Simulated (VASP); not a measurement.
The system is Cl.

```
Cl
1.0
     2.17942    0.00000    0.00000
     0.00000    2.17942    0.00000
     0.00000    0.00000    2.17942
Cl
1
Direct
  0.00000 0.00000 0.00000
```

Base run:

| Quantity | Value |
| --- | --- |
| Program | VASP 6.6.1 |
| Functional | LDA |
| Potentials or basis | VASP PAW LDA potentials, release 64 (Cl) |
| Cutoff | 500 eV |
| k mesh | 15 × 15 × 15 |
| Occupations | tetrahedron |
| Spin | no spin polarisation |

Its results: band gap on the k mesh zero (an odd number of electrons rules out a gap without spin polarisation); pressure 163.0 GPa.

Problem. The run is repeated on the same cell with these changes: occupations from tetrahedron to fermi-dirac, width 0.08 eV. What comes out?

Solution. Band gap on the k mesh zero (an odd number of electrons rules out a gap without spin polarisation); pressure 158.6 GPa.

Caveats: the cell stands under pressure; an odd number of electrons without spin polarisation forces a metal; a magnetic or distorted state may lie lower.
